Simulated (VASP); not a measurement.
A run of VASP 6.6.1 is set up as follows.

INCAR

```
PREC = Accurate
ENCUT = 520
EDIFF = 1E-8
ISMEAR = 1
SIGMA = 0.01
LREAL = F
LASPH = T
NELM = 150
ALGO = Normal
ISIF = 2
LWAVE = F
LCHARG = F
LMAXMIX = 4
LDAU = T
LDAUTYPE = 2
LDAUL = 2
LDAUU = 5
LDAUJ = 0
LDAUPRINT = 1
GGA = RE
IVDW = 12
IBRION = 6
NFREE = 2
POTIM = 0.015
NSW = 1
```

KPOINTS

```
Automatic mesh
0
Gamma
  10 10 10
```

The input POSCAR:

```
Sc
1.0
    0.0000000000      2.2600000000      2.2600000000
    2.2600000000      0.0000000000      2.2600000000
    2.2600000000      2.2600000000      0.0000000000
Sc
1
Direct
    0.0000000000      0.0000000000      0.0000000000
```

Potentials or basis: VASP PAW PBE potentials, release 64 (Sc_sv).

Run with:

```bash
$ cat potpaw_PBE.64/Sc_sv/POTCAR > POTCAR
$ mpirun -np 1 vasp_std > vasp.out
```

(1) Estimate the dispersion energy per atom.

Answers

(1) -0.762 eV.

Caveat: three body term missing; the U is typed as a test and isn't derived for this compound.
